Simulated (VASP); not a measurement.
# TlBr (Pm-3m) in VASP: vibrations by perturbation theory with PBEsol

Aim: the vibrations by perturbation theory of TlBr with PBEsol.

All numbers are computed with VASP 6.6.1; they aren't measurements. Logs are shortened: lines on timing, memory, paths and dates and some standing lists are left out, and cuts for length are marked.

### Step 1. The cell of the first run

Symmetry: Pm-3m, No. 221, cubic system. The conventional cell has a = 3.663 Å, b = 3.663 Å, c = 3.663 Å, α = 90.00°, β = 90.00°, γ = 90.00°. Within 4.2 Å of Tl (site symmetry m-3m) lie 8 Br at 3.17 Å and 6 Tl at 3.66 Å. Br (site symmetry m-3m) has 8 Tl at 3.17 Å and 6 Br at 3.66 Å within 4.2 Å.

### Step 2. Vibrations by perturbation theory, PBEsol

File INCAR:

```
SYSTEM = TlBr
PREC = Accurate ; ENCUT = 500
EDIFF = 1E-8 ; ISMEAR = 0
SIGMA = 0.01 ; LREAL = .False.
LASPH = .True. ; NELM = 120
ALGO = Normal ; ISIF = 2
LWAVE = .False. ; LCHARG = .False.
GGA = PS ; NBANDS = 17
IBRION = 8 ; NSW = 1
LEPSILON = .True. ; GGA_COMPAT = .False.
```

File KPOINTS:

```
regular mesh
0
Gamma
  8 8 8
  0 0 0
```

File POSCAR:

```
TlBr
1.0
    3.6633898928      0.0000000000      0.0000000000
    0.0000000000      3.6633898928      0.0000000000
    0.0000000000      0.0000000000      3.6633898928
Tl Br
1 1
Direct
    0.0000000000      0.0000000000      0.0000000000
    0.5000000000      0.5000000000      0.5000000000
```

Potentials or basis: VASP PAW PBE potentials, release 64 (Tl_d, Br).

Started as:

```bash
$ cat potpaw_PBE.64/Tl_d/POTCAR potpaw_PBE.64/Br/POTCAR > POTCAR
$ mpirun -np 1 vasp_std > vasp.out
```

OUTCAR:

```text
SYSTEM = TlBr
   PREC = Accurate
   ENCUT = 500
   EDIFF = 1E-8
   ISMEAR = 0
   LREAL = .False.
   LASPH = .True.
   NELM = 120
   ISIF = 2
   GGA = PS
   IBRION = 8
   NSW = 1
   LEPSILON = .True.

 ion  position               nearest neighbor table
   1  0.000  0.000  0.000-   2 3.17   2 3.17   2 3.17   2 3.17   2 3.17   2 3.17   2 3.17   2 3.17

   2  0.500  0.500  0.500-   1 3.17   1 3.17   1 3.17   1 3.17   1 3.17   1 3.17   1 3.17   1 3.17

  LATTYP: Found a simple cubic cell.
 ALAT       =     3.6633898928

  Lattice vectors:

 A1 = (   3.6633898928,   0.0000000000,   0.0000000000)
 A2 = (   0.0000000000,   3.6633898928,   0.0000000000)
 A3 = (   0.0000000000,   0.0000000000,   3.6633898928)

Analysis of symmetry for initial positions (statically):
=====================================================================
 Subroutine PRICEL returns:
 Original cell was already a primitive cell.

 Routine SETGRP: Setting up the symmetry group for a
 simple cubic supercell.

 Subroutine GETGRP returns: Found 48 space group operations
 (whereof 48 operations were pure point group operations)
 out of a pool of 48 trial point group operations.

The static configuration has the point symmetry O_h .

Analysis of symmetry for dynamics (positions and initial velocities):
=====================================================================
 Subroutine PRICEL returns:
 Original cell was already a primitive cell.

 Routine SETGRP: Setting up the symmetry group for a
 simple cubic supercell.

 Subroutine GETGRP returns: Found 48 space group operations
 (whereof 48 operations were pure point group operations)
 out of a pool of 48 trial point group operations.

The dynamic configuration has the point symmetry O_h .

 Subroutine INISYM returns: Found 48 space group operations
 (whereof 48 operations are pure point group operations),
 and found     1 'primitive' translations

----------------------------------------------------------------------------------------

                                     Primitive cell

  volume of cell :      49.1643

  direct lattice vectors                    reciprocal lattice vectors
     3.663389893  0.000000000  0.000000000     0.272971218  0.000000000  0.000000000
     0.000000000  3.663389893  0.000000000     0.000000000  0.272971218  0.000000000
     0.000000000  0.000000000  3.663389893     0.000000000  0.000000000  0.272971218

  length of vectors
     3.663389893  3.663389893  3.663389893     0.272971218  0.272971218  0.272971218

  position of ions in fractional coordinates (direct lattice)
     0.000000000  0.000000000  0.000000000
     0.500000000  0.500000000  0.500000000

  ion indices of the primitive-cell ions
   primitive index   ion index
                 1           1
                 2           2

----------------------------------------------------------------------------------------

 KPOINTS: regular mesh

Automatic generation of k-mesh.
 Grid dimensions read from file:
 generate k-points for:    8    8    8

 Generating k-lattice:

[... 629 lines left out ...]

 Free energy of the ion-electron system (eV)
  ---------------------------------------------------
  ---------------------------------------------------
  free energy    TOTEN  =        -1.28235237 eV

  energy without entropy =       -1.28235237

------------------------ aborting loop because EDIFF is reached ----------------------------------------

--------------------------------------- Ionic step        2  -------------------------------------------

------------------------ aborting loop because EDIFF is reached ----------------------------------------

--------------------------------------- Ionic step        3  -------------------------------------------

------------------------ aborting loop because EDIFF is reached ----------------------------------------

 PIEZOELECTRIC TENSOR FIELD DIRECTION 3  (e Angst)
 -----------------------------------------------------------------------------
    -0.00511  0.00000  0.00000           (  0.00001  0.00000  0.00000)
     0.00000 -0.00511 -0.00000           (  0.00000  0.00001 -0.00000)
     0.00000 -0.00000  0.01000           (  0.00000 -0.00000 -0.00001)

 PIEZOELECTRIC TENSOR FIELD DIRECTION 3  (C/m^2)
 -----------------------------------------------------------------------------
    -0.00167  0.00000  0.00000
     0.00000 -0.00167 -0.00000
     0.00000 -0.00000  0.00326

--------------------------------------- Ionic step        4  -------------------------------------------

------------------------ aborting loop because EDIFF is reached ----------------------------------------

[... ionic steps 5 to 6 ...]

--------------------------------------- Ionic step        7  -------------------------------------------

 Free energy of the ion-electron system (eV)
  ---------------------------------------------------
  ---------------------------------------------------
  free energy    TOTEN  =        -0.13907463 eV

  energy without entropy =       -0.13907463

------------------------ aborting loop because EDIFF is reached ----------------------------------------

 INTERNAL STRAIN TENSOR  FOR ION    2  DIRECTION 1   (eV/Angst):
 -----------------------------------------------------------------------------
    -0.01674  0.00000  0.00000
    -0.00000  0.01654  0.00000
     0.00000  0.00000  0.01654

 MACROSCOPIC STATIC DIELECTRIC TENSOR (including local field effects in DFT)
 ------------------------------------------------------
           9.829046     0.000000     0.000000
           0.000000     9.829046    -0.000000
           0.000000     0.000000     9.829046
 ------------------------------------------------------

 PIEZOELECTRIC TENSOR (including local field effects)  for field in x, y, z        (e  Angst)
          XX          YY          ZZ          XY          YZ          ZX
  --------------------------------------------------------------------------------
  x     0.00000     0.00000     0.00000     0.00000     0.00000     0.00000
  y     0.00000     0.00000     0.00000     0.00000     0.00000     0.00000
  z     0.00000     0.00000     0.00000     0.00000     0.00000     0.00000

 PIEZOELECTRIC TENSOR (including local field effects)  for field in x, y, z        (C/m^2)
          XX          YY          ZZ          XY          YZ          ZX
  --------------------------------------------------------------------------------
  x     0.00000     0.00000     0.00000     0.00000     0.00000     0.00000
  y     0.00000     0.00000     0.00000     0.00000     0.00000     0.00000
  z     0.00000     0.00000     0.00000     0.00000     0.00000     0.00000

 BORN EFFECTIVE CHARGES (including local field effects) (in |e|, cummulative output)
 ---------------------------------------------------------------------------------
 ion    1
    1     2.36386     0.00000     0.00000
    2     0.00000     2.36386     0.00000
    3     0.00000     0.00000     2.36386
 ion    2
    1    -2.36386    -0.00000    -0.00000
    2    -0.00000    -2.36386    -0.00000
    3    -0.00000    -0.00000    -2.36386

 INTERNAL STRAIN TENSOR FOR ION    2 for displacements in x,y,z  (eV/Angst):
          X           Y           Z          XY          YZ          ZX
  --------------------------------------------------------------------------------
  x     0.00000     0.00000     0.00000     0.00000     0.00000     0.00000
  y     0.00000     0.00000     0.00000     0.00000     0.00000     0.00000
  z     0.00000     0.00000     0.00000     0.00000     0.00000     0.00000

 SECOND DERIVATIVES (NOT SYMMETRIZED)
 ------------------------------------
               1X          1Y          1Z          2X          2Y          2Z
  1X    -1.733461    0.000000    0.000000    1.733461   -0.000000    0.000000
  1Y     0.000000   -1.733461    0.000000    0.000000    1.733461   -0.000000
  1Z     0.000000    0.000000   -1.733461   -0.000000    0.000000    1.733461
  2X     1.742903    0.000000    0.000000   -1.742903   -0.000000   -0.000000
  2Y     0.000000    1.742903   -0.000000   -0.000000   -1.742903    0.000000
  2Z     0.000000    0.000000    1.742903   -0.000000   -0.000000   -1.742903

 Eigenvectors and eigenvalues of the dynamical matrix
 ----------------------------------------------------

   1 f  =    2.721006 THz    17.096587 2PiTHz   90.763000 cm-1    11.253173 meV
             X         Y         Z           dx          dy          dz
      0.000000  0.000000  0.000000     0.000000   -0.529127    0.000000
      1.831695  1.831695  1.831695    -0.000000    0.848543    0.000000
[... 21 lines left out ...]
   6 f/i=    0.003318 THz     0.020849 2PiTHz    0.110682 cm-1     0.013723 meV
             X         Y         Z           dx          dy          dz
      0.000000  0.000000  0.000000     0.832295   -0.114050    0.119590
      1.831695  1.831695  1.831695     0.518996   -0.071118    0.074573

--------------------------------------------------------------------------------------------------------

 MACROSCOPIC STATIC DIELECTRIC TENSOR IONIC CONTRIBUTION
 ------------------------------------------------------
          11.832089     0.000000    -0.000000
           0.000000    11.832089    -0.000000
          -0.000000    -0.000000    11.832089
 ------------------------------------------------------

 ELASTIC MODULI CONTR FROM IONIC RELAXATION (kBar)
 Direction    XX          YY          ZZ          XY          YZ          ZX
 --------------------------------------------------------------------------------
 XX           0.0000      0.0000      0.0000      0.0000      0.0000      0.0000
 YY           0.0000      0.0000      0.0000      0.0000      0.0000      0.0000
 ZZ           0.0000      0.0000      0.0000      0.0000      0.0000      0.0000
 XY           0.0000      0.0000      0.0000      0.0000      0.0000      0.0000
 YZ           0.0000      0.0000      0.0000      0.0000      0.0000      0.0000
 ZX           0.0000      0.0000      0.0000      0.0000      0.0000      0.0000
 --------------------------------------------------------------------------------

 PIEZOELECTRIC TENSOR IONIC CONTR  for field in x, y, z        (C/m^2)
          XX          YY          ZZ          XY          YZ          ZX
  --------------------------------------------------------------------------------
  x     0.00000     0.00000     0.00000     0.00000     0.00000     0.00000
  y     0.00000     0.00000     0.00000     0.00000     0.00000     0.00000
  z     0.00000     0.00000     0.00000     0.00000     0.00000     0.00000
```

It took 12 min on 1 thread of Intel Xeon 8259CL, shared host; peak memory 0.3 GiB.

What came out:

- Electronic dielectric tensor (diagonal): 9.83
- Born charges (mean of the diagonal): Tl +2.36; Br -2.36 e
- Highest phonon frequency at Γ, LO-TO splitting left out: 91 cm⁻¹

Phonon frequencies in cm⁻¹ (negative: imaginary):
| q point | frequencies |
| --- | --- |
| (0.000, 0.000, 0.000) | 0 0 0 91 91 91 |

Electronic dielectric tensor:
```
9.83 0.00 0.00
0.00 9.83 0.00
0.00 0.00 9.83
```

Born effective charge tensors (e):
atom 1, Tl
```
2.36 0.00 0.00
0.00 2.36 0.00
0.00 0.00 2.36
```
atom 2, Br
```
-2.36  0.00  0.00
 0.00 -2.36  0.00
 0.00  0.00 -2.36
```

Caveat: the cell stands under pressure or tension, which shifts response properties; spin-orbit coupling is left out, which moves the levels of the heavy elements.
